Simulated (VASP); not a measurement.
Set up this calculation in VASP 6.6.1, as the native input.

- Task: single point
- Functional: LDA
- Potentials or basis: VASP PAW LDA potentials, release 64 (Pt)
- Cutoff: 520 eV
- k mesh: 23 × 23 × 23
- Occupations: fermi-dirac, width 0.05 eV
- Spin: collinear spin, ferromagnetic start
- Starting moments: [1.0] μB
- Dipole correction: no
- Further INCAR settings: ALGO = Normal; EDIFF = 1e-06; NBANDS = 15

The structure of Pt lies in POSCAR:

```
Pt
1.0
    0.0000000000      2.0216129330      2.0216129330
    2.0216129330      0.0000000000      2.0216129330
    2.0216129330      2.0216129330      0.0000000000
Pt
1
Direct
    0.0000000000      0.0000000000      0.0000000000
```

This cell differs from its parent crystal: volume scaled by 1.12.

The input as run:

INCAR

```
PREC = Accurate
ENCUT = 520
EDIFF = 1E-6
ISMEAR = -1
SIGMA = 0.05
LREAL = F
LASPH = T
NELM = 150
ALGO = Normal
ISIF = 2
LWAVE = F
LCHARG = F
ISPIN = 2
MAGMOM = 1
LORBIT = 11
LMAXMIX = 4
NBANDS = 15
```

KPOINTS

```
Automatic mesh
0
Gamma
  23 23 23
```

Potentials or basis: VASP PAW LDA potentials, release 64 (Pt).

Run with:

```sh
$ cat potpaw_LDA.64/Pt/POTCAR > POTCAR
$ mpirun -np 1 vasp_std > vasp.out
```

Results of the run:

The pressure is -25.1 GPa. The band gap on the k mesh is zero (filled and empty bands overlap). The net moment is 0.00 μB per cell. The valence electrons inside the program's atomic spheres are Pt 9.08.

Caveat: spin-orbit coupling is left out, which moves the levels of the heavy elements.

Run time: 2.6 min on 1 thread of Intel(R) Xeon(R) Platinum 8375C CPU @ 2.90GHz (Ice Lake), on a shared host, peak memory 0.24 GiB.
